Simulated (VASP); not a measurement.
PbS: single point with PBE

Crystal: PbS.

```
Pb S
1.0
     0.05364    3.24943    3.32569
     3.36258    0.03584    3.34349
     3.39970    3.30435   -0.00128
Pb S
1 1
Cartesian
  -0.0084 0.0055 0.0435
  1.7124 1.6419 1.6234
```

This cell differs from its parent crystal: atoms moved at random and the cell strained at random.

```json
{
 "Program": "VASP 6.6.1",
 "Task": "single point",
 "Functional": "PBE",
 "Potentials or basis": "VASP PAW PBE potentials, release 64 (Pb_d, S)",
 "Cutoff": "520 eV",
 "k mesh": "10 × 10 × 10",
 "Occupations": "gaussian, width 0.05 eV",
 "Spin": "no spin polarisation"
}
```

| Quantity | Value |
| --- | --- |
| Pressure | 0.1 GPa |
| Largest force | 0.170 eV/Å |
| Band gap on the k mesh | 0.78 eV, indirect (least direct gap 1.27 eV) |

Forces in eV/Å, atoms in the order of the input:
```
Pb   0.027 -0.008 -0.168
S   -0.027  0.008  0.168
```

Stress tensor (GPa, compression positive):
```
 0.13  0.54  0.07
 0.54  0.23 -0.11
 0.07 -0.11  0.06
```

Levels at points of the mesh, in eV from the valence-band top:
```tsv
k point	band 7	band 8	band 9	band 10	band 11	band 12	band 13	band 14
(0.00, 0.00, 0.00)	-5.98	-1.81	-1.70	-1.53	2.47	2.52	2.55	5.30
(0.50, 0.00, 0.00)	-7.55	-2.30	-2.15	-2.06	2.98	3.27	3.59	7.01
(0.00, 0.50, 0.00)	-7.60	-2.30	-2.09	-1.98	2.98	3.34	3.58	7.03
(0.50, 0.50, 0.00)	-8.07	-2.96	-2.70	-0.49	0.91	4.90	5.17	5.98
(0.00, 0.00, 0.50)	-7.78	-2.26	-2.01	-1.75	3.14	3.37	3.57	7.11
(0.50, 0.00, 0.50)	-8.02	-2.92	-2.89	-0.52	0.78	4.97	5.06	6.14
(0.00, 0.50, 0.50)	-8.09	-2.84	-2.78	-0.41	0.85	4.96	5.03	6.03
(0.50, 0.50, 0.50)	-7.76	-2.25	-2.02	-1.77	3.09	3.39	3.57	7.11
```

Run time: 4 min on 1 thread of Intel(R) Xeon(R) 6975P-C (Granite Rapids) (shared host), peak memory 0.67 GiB.

Caveat: the cell differs from its parent crystal (atoms moved at random and the cell strained at random); spin-orbit coupling is left out, which moves the levels of the heavy elements. A k mesh can miss the band edges.
